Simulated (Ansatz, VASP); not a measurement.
MgS in VASP and in Ansatz

```
Mg S
1.0
     4.03462    0.00000    0.00000
    -2.01731    3.49409    0.00000
     0.00000    0.00000    6.43229
Mg S
2 2
Direct
  0.66667 0.33333 0.49575
  0.33333 0.66667 0.99575
  0.33333 0.66667 0.37924
  0.66667 0.33333 0.87924
```

Alike in both runs: task single point; functional PBEsol; k mesh 6 × 6 × 2; occupations gaussian, width 0.1 eV; no spin polarisation.

|  | VASP | Ansatz |
| --- | --- | --- |
| version | VASP 6.6.1 | Ansatz 0.2.0 |
| potentials or method | VASP PAW PBE potentials, release 64 (Mg, S), cutoff 600 eV | scalar-relativistic, plane waves, PAW |
| valence electrons in the cell | 16 | 32 |

Ansatz gave:

| Item | Value |
| --- | --- |
| gap on the k mesh at the Fermi level (eV) | 3.27 |
| least direct gap on the mesh (eV) | 3.27 |
| pressure (GPa) | -0.3 |
| traceless stress, the component that is largest in VASP (GPa) | -0.23 |
| rms of the force components (eV/Å) | 0.026 |

Q: Estimate VASP's values.

A: gap on the k mesh at the Fermi level (eV): 3.27; least direct gap on the mesh (eV): 3.27; pressure (GPa): -0.4; traceless stress, the component that is largest in VASP (GPa): -0.22; rms of the force components (eV/Å): 0.027.

VASP's potentials were made for PBE, not for PBEsol. Atom by atom the forces differ by 0.000 eV/Å (rms over components). VASP's potentials hold 16 valence electrons a cell and Ansatz's 32, so a difference there can come from the potentials and not from the codes.

The k mesh is coarse, so the values compare programs but aren't converged.
